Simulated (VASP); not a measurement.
# TiO (Cmcm) in VASP: single point with r2SCAN+U

Aim: the single point of TiO with r2SCAN+U.

Program: VASP 6.6.1. These are calculated values, not measurements. Logs are shortened: lines on timing, memory, paths and dates and some standing lists are left out, and cuts for length are marked.

## 1. The cell of the first run

It takes space group Cmcm (No. 63, orthorhombic). The conventional cell has a = 2.935 Å, b = 4.960 Å, c = 5.571 Å, α = 90.00°, β = 90.00°, γ = 90.00°. Ti (site symmetry m2m) has 6 O at 2.16 to 2.19 Å and 6 Ti at 2.88 to 2.94 Å within 3.0 Å. O (site symmetry 2/m) has 6 Ti at 2.16 to 2.19 Å and 8 O at 2.79 to 2.94 Å within 3.0 Å.

## 2. Single point, r2SCAN+U (strain +0.0250 x Voigt [1, 0, 0, 0, 0, 0])

POSCAR

```
TiO
1.0
    2.9350083178      0.0000000000      0.0000000000
   -1.4675041589      2.4797968425      0.0000000000
    0.0000000000      0.0000000000      5.5705398661
Ti O
2 2
Direct
    0.3333333333      0.6666666667      0.2500000000
    0.6666666667      0.3333333333      0.7500000000
    0.0000000000      0.0000000000      0.0000000000
    0.0000000000      0.0000000000      0.5000000000
```

INCAR.step1

```
PREC     = Accurate       # precision mode
ENCUT    = 520            # plane-wave cutoff, eV
ISMEAR   = 0              # smearing method
SIGMA    = 0.03           # smearing width, eV
LREAL    = False          # projectors in reciprocal space
LASPH    = True           # aspherical terms in the spheres
NELM     = 150            # most SCF steps
LMAXMIX  = 4              # l up to which the mixer works
LDAU     = True           # DFT+U
LDAUTYPE = 2            
LDAUL    = 2 -1           # shell
LDAUU    = 4 0            # U, eV
LDAUJ    = 0 0          
NBANDS   = 26             # bands
GGA      = PE             # functional
ALGO     = Normal         # electronic algorithm
EDIFF    = 1E-4           # SCF threshold, eV
LWAVE    = True           # write WAVECAR
LCHARG   = False          # write CHGCAR
```

INCAR.step2

```
PREC     = Accurate       # precision mode
ENCUT    = 520            # plane-wave cutoff, eV
EDIFF    = 1E-7           # SCF threshold, eV
ISMEAR   = 0              # smearing method
SIGMA    = 0.03           # smearing width, eV
LREAL    = False          # projectors in reciprocal space
LASPH    = True           # aspherical terms in the spheres
NELM     = 150            # most SCF steps
ALGO     = Normal         # electronic algorithm
ISIF     = 2              # what is computed and relaxed
LWAVE    = False          # write WAVECAR
LCHARG   = False          # write CHGCAR
LMAXMIX  = 4              # l up to which the mixer works
LDAU     = True           # DFT+U
LDAUTYPE = 2            
LDAUL    = 2 -1           # shell
LDAUU    = 4 0            # U, eV
LDAUJ    = 0 0          
LDAUPRINT= 1            
METAGGA  = R2SCAN         # meta-GGA
LMIXTAU  = True         
NBANDS   = 26             # bands
ISTART   = 1
```

KPOINTS

```
regular mesh
0
Gamma
  12 12 6
```

Potentials or basis: VASP PAW PBE potentials, release 64 (Ti_sv, O).

Command:

```bash
cat potpaw_PBE.64/Ti_sv/POTCAR potpaw_PBE.64/O/POTCAR > POTCAR
cp INCAR.step1 INCAR
mpirun -np 1 vasp_std > vasp.out
cp INCAR.step2 INCAR
mpirun -np 1 vasp_std > vasp.out
```

OUTCAR:

```text
PREC = Accurate
   ENCUT = 520
   EDIFF = 1E-7
   ISMEAR = 0
   LREAL = False
   LASPH = True
   NELM = 150
   ISIF = 2
   METAGGA = R2SCAN
   ISTART = 1

 ion  position               nearest neighbor table
   1  0.333  0.667  0.250-   3 2.16   4 2.16   3 2.19   4 2.19   3 2.19   4 2.19
   2  0.667  0.333  0.750-   3 2.16   4 2.16   3 2.19   4 2.19   3 2.19   4 2.19
   3  0.000  0.000  0.000-   1 2.16   2 2.16   2 2.19   1 2.19   2 2.19   1 2.19
   4  0.000  0.000  0.500-   1 2.16   2 2.16   2 2.19   1 2.19   2 2.19   1 2.19

  Warning from LATTYP: Monoclinic adjustment (A1->A3, A2->A1, A3->A2)!
  LATTYP: Found a base centered orthorhombic cell.
 ALAT       =     2.9350083178
 B/A-ratio  =     1.6898056659
 C/A-ratio  =     1.8979639111

  Lattice vectors:

 A1 = (   1.4675041589,  -2.4797968425,   0.0000000000)
 A2 = (   1.4675041589,   2.4797968425,   0.0000000000)
 A3 = (   0.0000000000,   0.0000000000,   5.5705398661)

Analysis of symmetry for initial positions (statically):
=====================================================================
 Subroutine PRICEL returns:
 Original cell was already a primitive cell.

 Routine SETGRP: Setting up the symmetry group for a
 base centered orthorhombic supercell.

 Subroutine GETGRP returns: Found  8 space group operations
 (whereof  4 operations were pure point group operations)
 out of a pool of  8 trial point group operations.

The static configuration has the point symmetry C_2h.
 The point group associated with its full space group is D_2h.

Analysis of symmetry for dynamics (positions and initial velocities):
=====================================================================
 Subroutine PRICEL returns:
 Original cell was already a primitive cell.

 Routine SETGRP: Setting up the symmetry group for a
 base centered orthorhombic supercell.

 Subroutine GETGRP returns: Found  8 space group operations
 (whereof  4 operations were pure point group operations)
 out of a pool of  8 trial point group operations.

The dynamic configuration has the point symmetry C_2h.
 The point group associated with its full space group is D_2h.

 Subroutine INISYM returns: Found  8 space group operations
 (whereof  4 operations are pure point group operations),
 and found     1 'primitive' translations

----------------------------------------------------------------------------------------

                                     Primitive cell

  volume of cell :      40.5436

  direct lattice vectors                    reciprocal lattice vectors
     2.935008318  0.000000000  0.000000000     0.340714537  0.201629420  0.000000000
    -1.467504159  2.479796842  0.000000000     0.000000000  0.403258841  0.000000000
     0.000000000  0.000000000  5.570539866     0.000000000  0.000000000  0.179515814

  length of vectors
     2.935008318  2.881485873  5.570539866     0.395905063  0.403258841  0.179515814

  position of ions in fractional coordinates (direct lattice)
     0.333333333  0.666666667  0.250000000
     0.666666667  0.333333333  0.750000000
     0.000000000  0.000000000  0.000000000
     0.000000000  0.000000000  0.500000000

  ion indices of the primitive-cell ions
   primitive index   ion index
                 1           1
                 2           2
                 3           3
[... 97 lines left out ...]
   LORBIT       =      0    0 simple, 1 ext, 2 COOP (PROOUT), +10 PAW based schemes
 LDA+U is selected, type is set to LDAUTYPE =  2
   angular momentum for each species LDAUL =     2   -1
   U (eV)           for each species LDAUU =   4.0  0.0
   J (eV)           for each species LDAUJ =   0.0  0.0
   METAGGA = R2SCAN    functional components
   LHFCALC =     F    Hartree Fock is set to
   AEXX    =    0.0000 exact exchange contribution
   IVDW    =     0    specifies the selected vdW correction
   LEPSILON=     F    determine dielectric tensor
   LRPA    =     F    only Hartree local field effects (RPA)
 non-spin polarized calculation
 Gauss-broadening in eV      SIGMA  =   0.03
  energy-cutoff  :      520.00
  volume of cell :       40.54
 maximum number of plane-waves:      1112
 NGX is ok and might be reduce to    24
   NGX = 11   NGY = 11   NGZ = 21

atom =   1  type =  1  l = 2

 onsite density matrix

spin component  1

  0.2224  0.0000 -0.0000 -0.0000 -0.0000
  0.0000  0.0802 -0.0000  0.0000  0.0000
 -0.0000 -0.0000  0.3309  0.0000  0.0094
 -0.0000  0.0000  0.0000  0.0775  0.0000
 -0.0000  0.0000  0.0094  0.0000  0.2233

spin component  2

  0.2224  0.0000 -0.0000 -0.0000 -0.0000
  0.0000  0.0802 -0.0000  0.0000  0.0000
 -0.0000 -0.0000  0.3309  0.0000  0.0094
 -0.0000  0.0000  0.0000  0.0775  0.0000
 -0.0000  0.0000  0.0094  0.0000  0.2233

 occupancies and eigenvectors

  o =  0.0775  v =  0.0000 -0.0000 -0.0000  1.0000 -0.0000  0.0000  0.0000  0.0000  0.0000  0.0000      0.0000  0.0000  0.0000  0.0000  0.0000  0.0000  0.0000  0.0000  0.0000  0.0000
  o =  0.0775  v =  0.0000  0.0000  0.0000  0.0000  0.0000  0.0000 -0.0000 -0.0000  1.0000 -0.0000      0.0000  0.0000  0.0000  0.0000  0.0000  0.0000  0.0000  0.0000  0.0000  0.0000
  o =  0.0802  v =  0.0000 -1.0000 -0.0000 -0.0000 -0.0000  0.0000  0.0000  0.0000  0.0000  0.0000      0.0000  0.0000  0.0000  0.0000  0.0000  0.0000  0.0000  0.0000  0.0000  0.0000
  o =  0.0802  v =  0.0000  0.0000  0.0000  0.0000  0.0000  0.0000 -1.0000 -0.0000 -0.0000 -0.0000      0.0000  0.0000  0.0000  0.0000  0.0000  0.0000  0.0000  0.0000  0.0000  0.0000
  o =  0.2224  v =  1.0000  0.0000  0.0000  0.0000  0.0000  0.0000  0.0000  0.0000  0.0000  0.0000      0.0000  0.0000  0.0000  0.0000  0.0000  0.0000  0.0000  0.0000  0.0000  0.0000
  o =  0.2224  v =  0.0000  0.0000  0.0000  0.0000  0.0000  1.0000  0.0000  0.0000  0.0000  0.0000      0.0000  0.0000  0.0000  0.0000  0.0000  0.0000  0.0000  0.0000  0.0000  0.0000
  o =  0.2225  v =  0.0000  0.0000  0.0000  0.0000  0.0000  0.0000 -0.0000 -0.0861  0.0000  0.9963      0.0000  0.0000  0.0000  0.0000  0.0000  0.0000  0.0000  0.0000  0.0000  0.0000
  o =  0.2225  v =  0.0000 -0.0000 -0.0861  0.0000  0.9963  0.0000  0.0000  0.0000  0.0000  0.0000      0.0000  0.0000  0.0000  0.0000  0.0000  0.0000  0.0000  0.0000  0.0000  0.0000
  o =  0.3317  v =  0.0000  0.0000  0.0000  0.0000  0.0000  0.0000  0.0000 -0.9963  0.0000 -0.0861      0.0000  0.0000  0.0000  0.0000  0.0000  0.0000  0.0000  0.0000  0.0000  0.0000
  o =  0.3317  v =  0.0000  0.0000 -0.9963  0.0000 -0.0861  0.0000  0.0000  0.0000  0.0000  0.0000      0.0000  0.0000  0.0000  0.0000  0.0000  0.0000  0.0000  0.0000  0.0000  0.0000

atom =   2  type =  1  l = 2

 onsite density matrix

spin component  1

  0.2224  0.0000 -0.0000 -0.0000 -0.0000
  0.0000  0.0802  0.0000  0.0000  0.0000
 -0.0000  0.0000  0.3309  0.0000  0.0094
 -0.0000  0.0000  0.0000  0.0775  0.0000
 -0.0000  0.0000  0.0094  0.0000  0.2233

spin component  2

  0.2224  0.0000 -0.0000 -0.0000 -0.0000
  0.0000  0.0802  0.0000  0.0000  0.0000
 -0.0000  0.0000  0.3309  0.0000  0.0094
 -0.0000  0.0000  0.0000  0.0775  0.0000
 -0.0000  0.0000  0.0094  0.0000  0.2233

 occupancies and eigenvectors

  o =  0.0775  v =  0.0000 -0.0000  0.0000  1.0000 -0.0000  0.0000  0.0000  0.0000  0.0000  0.0000      0.0000  0.0000  0.0000  0.0000  0.0000  0.0000  0.0000  0.0000  0.0000  0.0000
  o =  0.0775  v =  0.0000  0.0000  0.0000  0.0000  0.0000  0.0000 -0.0000  0.0000  1.0000 -0.0000      0.0000  0.0000  0.0000  0.0000  0.0000  0.0000  0.0000  0.0000  0.0000  0.0000
  o =  0.0802  v =  0.0000 -1.0000  0.0000 -0.0000 -0.0000  0.0000  0.0000  0.0000  0.0000  0.0000      0.0000  0.0000  0.0000  0.0000  0.0000  0.0000  0.0000  0.0000  0.0000  0.0000
  o =  0.0802  v =  0.0000  0.0000  0.0000  0.0000  0.0000  0.0000 -1.0000  0.0000 -0.0000 -0.0000      0.0000  0.0000  0.0000  0.0000  0.0000  0.0000  0.0000  0.0000  0.0000  0.0000
  o =  0.2224  v =  1.0000  0.0000  0.0000  0.0000  0.0000  0.0000  0.0000  0.0000  0.0000  0.0000      0.0000  0.0000  0.0000  0.0000  0.0000  0.0000  0.0000  0.0000  0.0000  0.0000
  o =  0.2224  v =  0.0000  0.0000  0.0000  0.0000  0.0000  1.0000  0.0000  0.0000  0.0000  0.0000      0.0000  0.0000  0.0000  0.0000  0.0000  0.0000  0.0000  0.0000  0.0000  0.0000
  o =  0.2225  v =  0.0000  0.0000  0.0000  0.0000  0.0000  0.0000 -0.0000 -0.0861  0.0000  0.9963      0.0000  0.0000  0.0000  0.0000  0.0000  0.0000  0.0000  0.0000  0.0000  0.0000
  o =  0.2225  v =  0.0000 -0.0000 -0.0861  0.0000  0.9963  0.0000  0.0000  0.0000  0.0000  0.0000      0.0000  0.0000  0.0000  0.0000  0.0000  0.0000  0.0000  0.0000  0.0000  0.0000
  o =  0.3317  v =  0.0000  0.0000  0.0000  0.0000  0.0000  0.0000  0.0000 -0.9963  0.0000 -0.0861      0.0000  0.0000  0.0000  0.0000  0.0000  0.0000  0.0000  0.0000  0.0000  0.0000
  o =  0.3317  v =  0.0000  0.0000 -0.9963  0.0000 -0.0861  0.0000  0.0000  0.0000  0.0000  0.0000      0.0000  0.0000  0.0000  0.0000  0.0000  0.0000  0.0000  0.0000  0.0000  0.0000

 number of electron      35.9999981 magnetization

 Free energy of the ion-electron system (eV)
  ---------------------------------------------------
  ext. energy  EPLUGINS =         0.00000000
  ---------------------------------------------------
  free energy    TOTEN  =       -42.68347023 eV

  energy without entropy =      -42.68332739  energy(sigma->0) =      -42.68339881

 E-fermi :  11.4113     XC(G=0): -13.4061

 val. band max:       11.4057207657   @ k =   0.1667   0.4167   0.0000
 cond. band min:      11.4235729252   @ k =   0.0000   0.0000   0.1667
 fundamental gap:      0.0178521595
 Fermi energy:        11.4113368848

 k-point     1 :       0.0000    0.0000    0.0000
  band No.  band energies     occupation
      1     -49.7565      2.00000
      2     -49.7193      2.00000
      3     -25.2718      2.00000
      4     -24.8653      2.00000
      5     -24.6757      2.00000
      6     -24.6623      2.00000
[... 685 lines left out ...]
     25      15.2482      0.00000
     26      15.6544      0.00000

 [... further k-points ...]
[... 5 lines left out ...]
  --------------------------------------------------------------------------------------
  -------------------------------------------------------------------------------------
  Total       -1.7266983      0.4027573      1.1016148      0.0000000     -0.0000000      0.0000000
  in kB      -68.2345491     15.9159032     43.5329031      0.0000000     -0.0000000      0.0000000
  external PRESSURE =      -2.9285809 kB  Pullay stress =       0.0000000 kB

 VOLUME and BASIS-vectors are now :
 -----------------------------------------------------------------------------
  energy-cutoff  :      520.00
  volume of cell :       40.54
      direct lattice vectors                 reciprocal lattice vectors
     2.935008318  0.000000000  0.000000000     0.340714537  0.201629420  0.000000000
    -1.467504159  2.479796842  0.000000000     0.000000000  0.403258841  0.000000000
     0.000000000  0.000000000  5.570539866     0.000000000  0.000000000  0.179515814

 POSITION                                       TOTAL-FORCE (eV/Angst)
 -----------------------------------------------------------------------------------
     -0.00000      1.65320      1.39263        -0.000000      0.014237     -0.000000
      1.46750      0.82660      4.17790         0.000000     -0.014237      0.000000
      0.00000      0.00000      0.00000         0.000000     -0.000000      0.000000
      0.00000      0.00000      2.78527        -0.000000     -0.000000      0.000000
 -----------------------------------------------------------------------------------
    total drift:                               -0.000000      0.000000     -0.000000

  FREE ENERGIE OF THE ION-ELECTRON SYSTEM (eV)
  ---------------------------------------------------
  free  energy   TOTEN  =       -42.6834702284 eV

  energy  without entropy=      -42.6833273871  energy(sigma->0) =      -42.68339881
```

Run time: 6.1 min. Hardware: 1 thread of Intel Xeon 6975P-C (Granite Rapids), shared host; peak memory 0.28 GiB.

What came out:

```
Free energy            : -42.6835 eV
Pressure               : -0.3 GPa
Largest force          : 0.014 eV/Å
Band gap on the k mesh : zero (bands 18 and 19 overlap by 0.11 eV)
```

Forces on the atoms (eV/Å):
```
Ti   0.000  0.014  0.000
Ti   0.000 -0.014  0.000
O    0.000  0.000  0.000
O    0.000  0.000  0.000
```

Stress tensor (GPa, compression positive):
```
-6.82  0.00  0.00
 0.00  1.59  0.00
 0.00  0.00  4.35
```

Eigenvalues of the final occupation matrices:
| site | spin | trace | eigenvalues |
| --- | --- | --- | --- |
| site 1 d | 1 | 0.93 | 0.08 0.08 0.22 0.22 0.33 |
| site 1 d | 2 | 0.93 | 0.08 0.08 0.22 0.22 0.33 |
| site 2 d | 1 | 0.93 | 0.08 0.08 0.22 0.22 0.33 |
| site 2 d | 2 | 0.93 | 0.08 0.08 0.22 0.22 0.33 |

Caveat: the cell differs from its parent crystal (strain +0.0250 x Voigt [1, 0, 0, 0, 0, 0]); the stress differs along the axes, from -7 to 4 GPa; the PAW data sets were made with another functional, which shifts forces and pressure a little; U without spin polarisation on a metal has little footing.
